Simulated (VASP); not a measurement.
# C (Fd-3m) in VASP: a series of runs

The runs below take C through single point, relaxation of cell and atoms, with BLYP+D4, PBEsol+D3(BJ), PBEsol+D4.

Program: VASP 6.6.1. These are calculated values, not measurements. Logs are shortened: lines on timing, memory, paths and dates and some standing lists are left out, and cuts for length are marked.

## Step 1: The cell of the first run

It takes space group Fd-3m (No. 227, cubic). The conventional cell has a = 3.568 Å, b = 3.568 Å, c = 3.568 Å, α = 90.00°, β = 90.00°, γ = 90.00°. Within 2.1 Å of C (site symmetry -43m) lie 4 C at 1.55 Å.

## Step 2: Single point, BLYP+D4

Contents of INCAR:

```
SYSTEM = C
AGGAC = 1.0 ; AGGAX = 1.0
ALDAC = 0.0 ; ALDAX = 1.0
ALGO = Normal ; EDIFF = 1E-6
ENCUT = 520 ; GGA = B5
ISIF = 2 ; ISMEAR = -1
IVDW = 13 ; LASPH = .TRUE.
LCHARG = .FALSE. ; LREAL = .FALSE.
LWAVE = .FALSE. ; NBANDS = 11
NELM = 80 ; PREC = Accurate
SIGMA = 0.05 ; VDW_A1 = 0.44488865
VDW_A2 = 4.0933009 ; VDW_S6 = 1.0
VDW_S8 = 2.34076671
```

Contents of KPOINTS:

```
k-points
0
G
  13 13 13
  0 0 0
```

Contents of POSCAR:

```
C
1.0
    0.0000000000      1.7842231966      1.7842231966
    1.7842231966      0.0000000000      1.7842231966
    1.7842231966      1.7842231966      0.0000000000
C
2
Direct
    0.7500000000      0.7500000000      0.7500000000
    0.5000000000      0.5000000000      0.5000000000
```

Potentials or basis: VASP PAW PBE potentials, release 64 (C).

Run with:

```
$ cat potpaw_PBE.64/C/POTCAR > POTCAR
$ mpirun -np 1 vasp_std > vasp.out
```

OUTCAR:

```text
SYSTEM = C
   EDIFF = 1E-6
   ENCUT = 520
   GGA = B5
   ISIF = 2
   ISMEAR = -1
   IVDW = 13
   LASPH = .TRUE.
   LREAL = .FALSE.
   NELM = 80
   PREC = Accurate

 ion  position               nearest neighbor table
   1  0.750  0.750  0.750-   2 1.55   2 1.55   2 1.55   2 1.55
   2  0.500  0.500  0.500-   1 1.55   1 1.55   1 1.55   1 1.55

  LATTYP: Found a face centered cubic cell.
 ALAT       =     3.5684463932

  Lattice vectors:

 A1 = (   0.0000000000,   1.7842231966,   1.7842231966)
 A2 = (   1.7842231966,   0.0000000000,   1.7842231966)
 A3 = (   1.7842231966,   1.7842231966,   0.0000000000)

Analysis of symmetry for initial positions (statically):
=====================================================================
 Subroutine PRICEL returns:
 Original cell was already a primitive cell.

 Routine SETGRP: Setting up the symmetry group for a
 face centered cubic supercell.

 Subroutine GETGRP returns: Found 48 space group operations
 (whereof 24 operations were pure point group operations)
 out of a pool of 48 trial point group operations.

The static configuration has the point symmetry T_d .
 The point group associated with its full space group is O_h .

Analysis of symmetry for dynamics (positions and initial velocities):
=====================================================================
 Subroutine PRICEL returns:
 Original cell was already a primitive cell.

 Routine SETGRP: Setting up the symmetry group for a
 face centered cubic supercell.

 Subroutine GETGRP returns: Found 48 space group operations
 (whereof 24 operations were pure point group operations)
 out of a pool of 48 trial point group operations.

The dynamic configuration has the point symmetry T_d .
 The point group associated with its full space group is O_h .

 Subroutine INISYM returns: Found 48 space group operations
 (whereof 24 operations are pure point group operations),
 and found     1 'primitive' translations

----------------------------------------------------------------------------------------

                                     Primitive cell

  volume of cell :      11.3600

  direct lattice vectors                    reciprocal lattice vectors
     0.000000000  1.784223197  1.784223197    -0.280233998  0.280233998  0.280233998
     1.784223197  0.000000000  1.784223197     0.280233998 -0.280233998  0.280233998
     1.784223197  1.784223197  0.000000000     0.280233998  0.280233998 -0.280233998

  length of vectors
     2.523272643  2.523272643  2.523272643     0.485379523  0.485379523  0.485379523

  position of ions in fractional coordinates (direct lattice)
     0.750000000  0.750000000  0.750000000
     0.500000000  0.500000000  0.500000000

  ion indices of the primitive-cell ions
   primitive index   ion index
                 1           1
                 2           2

----------------------------------------------------------------------------------------

 KPOINTS: k-points

Automatic generation of k-mesh.
 Grid dimensions read from file:
 generate k-points for:   13   13   13

 Generating k-lattice:

  Cartesian coordinates                     Fractional coordinates (reciprocal lattice)
    -0.021556461  0.021556461  0.021556461     0.076923077  0.000000000  0.000000000
     0.021556461 -0.021556461  0.021556461     0.000000000  0.076923077  0.000000000
     0.021556461  0.021556461 -0.021556461     0.000000000  0.000000000  0.076923077

  Length of vectors
     0.037336886  0.037336886  0.037336886

  Shift w.r.t. Gamma in fractional coordinates (k-lattice)
     0.000000000  0.000000000  0.000000000

 Subroutine IBZKPT returns following result:
 ===========================================

 Found     84 irreducible k-points:

 Following reciprocal coordinates:
            Coordinates               Weight
  0.000000  0.000000  0.000000      1.000000
  0.076923  0.000000  0.000000      8.000000
  0.153846  0.000000  0.000000      8.000000
  0.230769  0.000000  0.000000      8.000000
  0.307692  0.000000  0.000000      8.000000
  0.384615  0.000000  0.000000      8.000000
[... 16 lines left out ...]
  0.384615  0.153846  0.000000     24.000000
  0.461538  0.153846  0.000000     24.000000
 [... further k-points ...]
   k-points           NKPTS =     84   k-points in BZ     NKDIM =     84   number of bands    NBANDS=     11
   number of dos      NEDOS =    301   number of ions     NIONS =      2
   total plane-waves  NPLWV =   8000
   dimension x,y,z NGX =    20 NGY =   20 NGZ =   20
   dimension x,y,z NGXF=    40 NGYF=   40 NGZF=   40
   ions per type =               2
   NGX,Y,Z   is equivalent  to a cutoff of  13.18, 13.18, 13.18 a.u.
   NGXF,Y,Z  is equivalent  to a cutoff of  26.35, 26.35, 26.35 a.u.
 SYSTEM =  C
   PREC   = accura    normal or accurate (medium, high low for compatibility)
   ISTART =      0    job   : 0-new  1-cont  2-samecut
   ICHARG =      2    charge: 1-file 2-atom 10-const
   ISPIN  =      1    spin polarized calculation?
   LNONCOLLINEAR =      F non collinear calculations
   LSORBIT =      F    spin-orbit coupling
   LASPH  =      T    aspherical Exc in radial PAW
   ENCUT  =  520.0 eV  38.22 Ry    6.18 a.u.   4.69  4.69  4.69*2*pi/ulx,y,z
   NELM   =     80;   NELMIN=  2; NELMDL= -5     # of ELM steps
   EDIFF  = 0.1E-05   stopping-criterion for ELM
   LREAL  =      F    real-space projection
   EDIFFG = 0.1E-04   stopping-criterion for IOM
   NSW    =      0    number of steps for IOM
   IBRION =     -1    ionic relax: 0-MD 1-quasi-New 2-CG
   NFREE  =      0    steps in history (QN), initial steepest desc. (CG)
   ISIF   =      2    stress and relaxation
   ISYM   =      2    0-nonsym 1-usesym 2-fastsym
   POTIM  = 0.5000    time-step for ionic-motion
   TEBEG  =    0.0;   TEEND  =   0.0 temperature during run
   PSTRESS=    0.0 pullay stress
   NELECT =       8.0000    total number of electrons
   NUPDOWN=      -1.0000    fix difference up-down
   EMIN   =  10.00;   EMAX   =-10.00  energy-range for DOS
   EFERMI =   0.00;   METHOD = LEGACY
   ISMEAR =    -1;   SIGMA  =   0.05  broadening in eV -4-tet -1-fermi 0-gaus
   EFERMI_NEDOS =   21; number of points for ismear=-14 and -15
   IALGO  =     38    algorithm
   IMIX   =      4    mixing-type and parameters
     AMIX     =   0.40;   BMIX     =  1.00
     AMIX_MAG =   1.60;   BMIX_MAG =  1.00
  volume/ion in A,a.u.               =       5.68        38.33
  Fermi-wavevector in a.u.,A,eV,Ry     =   1.456506  2.752397 28.863536  2.121410
  Thomas-Fermi vector in A             =   2.573416
   LORBIT       =      0    0 simple, 1 ext, 2 COOP (PROOUT), +10 PAW based schemes
   GGA     = B5    functional components
   LHFCALC =     F    Hartree Fock is set to
   AEXX    =    0.0000 exact exchange contribution
   IVDW    =    13    specifies the selected vdW correction
   LEPSILON=     F    determine dielectric tensor
   LRPA    =     F    only Hartree local field effects (RPA)
 non-spin polarized calculation
  energy-cutoff  :      520.00
  volume of cell :       11.36
 maximum number of plane-waves:       331
   NGX =  9   NGY =  9   NGZ =  9

 number of electron       7.9999999 magnetization

 Free energy of the ion-electron system (eV)
  ---------------------------------------------------
  ext. energy  EPLUGINS =         0.00000000
  ---------------------------------------------------
  free energy    TOTEN  =       -16.71931975 eV

  energy without entropy =      -16.71931975  energy(sigma->0) =      -16.71931975

 E-fermi :  10.8736     XC(G=0): -12.5379

 val. band max:        9.9929623541   @ k =   0.0000   0.0000   0.0000
 cond. band min:      14.4598416046   @ k =   0.3846   0.3846   0.0000
 fundamental gap:      4.4668792505
 Fermi energy:        10.8736105410

 k-point     1 :       0.0000    0.0000    0.0000
  band No.  band energies     occupation
      1     -11.1795      2.00000
      2       9.9930      2.00000
      3       9.9930      2.00000
      4       9.9930      2.00000
      5      15.7319      0.00000
      6      15.7319      0.00000
      7      15.7319      0.00000
      8      23.3983      0.00000
      9      29.7836      0.00000
     10      36.9016      0.00000
     11      36.9016      0.00000

 k-point     2 :       0.0769    0.0000    0.0000
  band No.  band energies     occupation
      1     -11.0170      2.00000
      2       8.9677      2.00000
      3       9.7250      2.00000
      4       9.7250      2.00000
      5      16.0854      0.00000
      6      16.0854      0.00000
      7      16.3398      0.00000
      8      23.5361      0.00000
      9      30.0419      0.00000
     10      35.0089      0.00000
     11      35.0089      0.00000

 k-point     3 :       0.1538    0.0000    0.0000
  band No.  band energies     occupation
      1     -10.5314      2.00000
      2       6.7581      2.00000
      3       9.1144      2.00000
      4       9.1144      2.00000
      5      16.8953      0.00000
      6      16.8953      0.00000
      7      17.3567      0.00000
      8      23.9399      0.00000
      9      30.6147      0.00000
     10      33.4347      0.00000
     11      33.4347      0.00000
[... 267 lines left out ...]
 k-point    23 :       0.3846    0.1538    0.0000
  band No.  band energies     occupation
      1      -7.6385      2.00000
      2       1.1862      2.00000
      3       6.2249      2.00000
      4       6.3462      2.00000
      5      16.8705      0.00000
      6      20.7835      0.00000
      7      20.8006      0.00000
      8      22.8982      0.00000
      9      31.4633      0.00000
     10      32.1075      0.00000
     11      37.3175      0.00000

 k-point    24 :       0.4615    0.1538    0.0000
  band No.  band energies     occupation
      1      -6.2248      2.00000
      2      -1.0167      2.00000
      3       5.6657      2.00000
      4       6.1820      2.00000
      5      17.3276      0.00000
      6      20.6822      0.00000
      7      20.9844      0.00000
      8      24.0983      0.00000
      9      30.8463      0.00000
     10      33.3894      0.00000
     11      37.3571      0.00000

 [... further k-points ...]

------------------------ aborting loop because EDIFF is reached ----------------------------------------

  DFT-D4 for vdW energy calculation

  Edisp (eV):   -0.82929

  FORCE on cell =-STRESS in cart. coord.  units (eV):
  Direction    XX          YY          ZZ          XY          YZ          ZX
  --------------------------------------------------------------------------------------
  -------------------------------------------------------------------------------------
  Total       0.03582     0.03582     0.03582     0.00000     0.00000     0.00000
  in kB       5.05159     5.05159     5.05159     0.00000     0.00000     0.00000
  external pressure =        5.05 kB  Pullay stress =        0.00 kB

 VOLUME and BASIS-vectors are now :
 -----------------------------------------------------------------------------
  energy-cutoff  :      520.00
  volume of cell :       11.36
      direct lattice vectors                 reciprocal lattice vectors
     0.000000000  1.784223197  1.784223197    -0.280233998  0.280233998  0.280233998
     1.784223197  0.000000000  1.784223197     0.280233998 -0.280233998  0.280233998
     1.784223197  1.784223197  0.000000000     0.280233998  0.280233998 -0.280233998

 POSITION                                       TOTAL-FORCE (eV/Angst)
 -----------------------------------------------------------------------------------
      2.67633      2.67633      2.67633         0.000000      0.000000      0.000000
      1.78422      1.78422      1.78422        -0.000000     -0.000000     -0.000000
 -----------------------------------------------------------------------------------
    total drift:                                0.000000      0.000000      0.000000

  FREE ENERGIE OF THE ION-ELECTRON SYSTEM (eV)
  ---------------------------------------------------
  free  energy   TOTEN  =       -17.5486101537 eV

  energy  without entropy=      -17.5486101536  energy(sigma->0) =      -17.54861015
```

Wall time 11 s (1 thread of Intel Xeon 6975P-C, shared host); peak memory 0.12 GiB.

Results:

```
Free energy                : -17.5486 eV
Pressure                   : 0.5 GPa
Band gap on the k mesh     : 4.47 eV, indirect (least direct gap 5.74 eV)
Dispersion energy per atom : -0.415 eV
```

Levels at points of the mesh, in eV from the valence-band top:
```csv
k point,band 2,band 3,band 4,band 5,band 6,band 7
"(0.00, 0.00, 0.00)",0.00,0.00,0.00,5.74,5.74,5.74
```

Caveat: the PAW data sets were made with another functional, which shifts forces and pressure a little.

## Step 3: Relaxation of cell and atoms, PBEsol+D3(BJ)

Contents of INCAR:

```
SYSTEM = C
PREC = Accurate
ENCUT = 600
EDIFF = 1E-6
ISMEAR = -1
SIGMA = 0.05
LREAL = .False.
LASPH = .True.
NELM = 60
ALGO = Normal
ISIF = 3
LWAVE = .False.
LCHARG = .False.
GGA = PS
IVDW = 12
IBRION = 2
NSW = 80
EDIFFG = -0.005
```

Contents of KPOINTS:

```
regular mesh
0
Gamma
  13 13 13
  0 0 0
```

Contents of POSCAR:

```
C
1.0
    0.0000000000      1.7833700000      1.7833700000
    1.7833700000      0.0000000000      1.7833700000
    1.7833700000      1.7833700000      0.0000000000
C
2
Direct
    0.7500000000      0.7500000000      0.7500000000
    0.5000000000      0.5000000000      0.5000000000
```

Potentials or basis: VASP PAW PBE potentials, release 64 (C).

Run with:

```
$ cat potpaw_PBE.64/C/POTCAR > POTCAR
$ mpirun -np 1 vasp_std > vasp.out
```

It took 10 s on 1 thread of Intel Xeon 6975P-C, shared host; peak memory 0.13 GiB.

The run converged. Its results:

```
Free energy                            : -19.5178 eV
Relaxed volume                         : 5.57 Å³/atom
Relaxed cell                           : a = 2.507 Å, b = 2.507 Å, c = 2.507 Å, α = 60.00°, β = 60.00°, γ = 60.00°
Space group after relaxing (to 0.05 Å) : Fd-3m (No. 227)
Energy gained by relaxing              : 2.7 meV/atom
Ionic steps                            : 3
Pressure after relaxing                : 0.0 GPa
Band gap on the k mesh                 : 4.05 eV, indirect (least direct gap 5.59 eV)
Dispersion energy per atom             : -0.132 eV
```

The path:
```
step  energy change (eV)  largest force (eV/Å)  pressure (GPa)  volume (Å³)
   1              0.0000                0.0000           -8.12        11.34
   2              0.0035                0.0000           11.16        10.88
   3             -0.0053                0.0000           -0.04        11.14
```

Final structure:
```cif
data_structure
_symmetry_space_group_name_H-M 'P 1'
_symmetry_Int_Tables_number 1
_cell_length_a 2.5067
_cell_length_b 2.5067
_cell_length_c 2.5067
_cell_angle_alpha 60.000
_cell_angle_beta 60.000
_cell_angle_gamma 60.000
_cell_volume 11.14
loop_
_atom_site_label
_atom_site_type_symbol
_atom_site_fract_x
_atom_site_fract_y
_atom_site_fract_z
_atom_site_occupancy
C1 C 0.75000 0.75000 0.75000 1
C2 C 0.50000 0.50000 0.50000 1
```

Levels at points of the mesh, in eV from the valence-band top:
```
           k point  band 1  band 2  band 3  band 4  band 5  band 6  band 7  band 8
(0.00, 0.00, 0.00)  -21.77    0.00    0.00    0.00    5.59    5.59    5.59   13.79
```

Caveat: the PAW data sets were made with another functional, which shifts forces and pressure a little.

## Step 4: Relaxation of cell and atoms, PBEsol+D4

Contents of INCAR:

```
  PREC = Accurate
  ENCUT = 600
  EDIFF = 1E-6
  ISMEAR = -1
  SIGMA = 0.05
  LREAL = F
  LASPH = T
  NELM = 60
  ALGO = Normal
  ISIF = 3
  LWAVE = F
  LCHARG = F
  GGA = PS
  IVDW = 13
  IBRION = 2
  NSW = 80
  EDIFFG = -0.02
```

Contents of KPOINTS:

```
regular mesh
0
Gamma
  13 13 13
```

POSCAR is that of step 3.

Run with:

```
$ cat potpaw_PBE.64/C/POTCAR > POTCAR
$ mpirun -np 1 vasp_std > vasp.out
```

It took 18 s on 1 thread of Intel Xeon 6975P-C, shared host; peak memory 0.12 GiB.

It converged, with:

```yaml
Free_energy: -19.4955 eV
Relaxed_volume: 5.58 Å³/atom
Relaxed_cell: a = 2.508 Å, b = 2.508 Å, c = 2.508 Å, α = 60.00°, β = 60.00°, γ = 60.00°
Space_group_after_relaxing_to_0.05_Å: Fd-3m (No. 227)
Energy_gained_by_relaxing: 2.2 meV/atom
Ionic_steps: 3
Pressure_after_relaxing: 0.0 GPa
Band_gap_on_the_k_mesh: 4.05 eV, indirect (least direct gap 5.59 eV)
Dispersion_energy_per_atom: -0.121 eV
```

The path:
```csv
step,energy change (eV),largest force (eV/Å),pressure (GPa),volume (Å³)
1,0.0000,0.0000,-7.43,11.34
2,0.0029,0.0000,10.17,10.92
3,-0.0045,0.0000,-0.03,11.16
```

Final structure:
```
C
1.0
     0.00000    1.77343    1.77343
     1.77343    0.00000    1.77343
     1.77343    1.77343    0.00000
C
2
Direct
  0.75000 0.75000 0.75000
  0.50000 0.50000 0.50000
```

Levels at points of the mesh, in eV from the valence-band top:
```tsv
k point	band 2	band 3	band 4	band 5	band 6	band 7
(0.00, 0.00, 0.00)	0.00	0.00	0.00	5.59	5.59	5.59
```

Caveat: the PAW data sets were made with another functional, which shifts forces and pressure a little.

## Step 5: Overview

| task | level | cell | cutoff (eV) | gap on the mesh (eV) | pressure (GPa) | relaxed volume (Å³/atom) |
| --- | --- | --- | --- | --- | --- | --- |
| single point | BLYP+D4 | a = 2.523 Å, angles 60.0°, 2 atoms | 520 | 4.47 | 0.5 | - |
| relaxation of cell and atoms | PBEsol+D3(BJ) | relaxed from a = 2.522 Å, angles 60.0°, 2 atoms | 600 | 4.05 | 0.0 | 5.57 |
| relaxation of cell and atoms | PBEsol+D4 | relaxed from a = 2.522 Å, angles 60.0°, 2 atoms | 600 | 4.05 | 0.0 | 5.58 |

Alike in all rows: potentials or basis VASP PAW PBE potentials, release 64 (C); no spin polarisation; k mesh 13 × 13 × 13; smearing fermi-dirac 0.05 eV.

Caveats: the PAW data sets were made with another functional, which shifts forces and pressure a little.

Absolute energies hang on the potentials; compare differences alone.

## Step 6: How close it comes

Step 3. The cell as given is a measured one (5.67 Å³/atom); PBEsol+D3(BJ) puts the equilibrium volume -1.8 % from it, thermal expansion not counted.

Step 4. The cell as given is a measured one (5.67 Å³/atom); PBEsol+D4 puts the equilibrium volume -1.7 % from it, thermal expansion not counted.
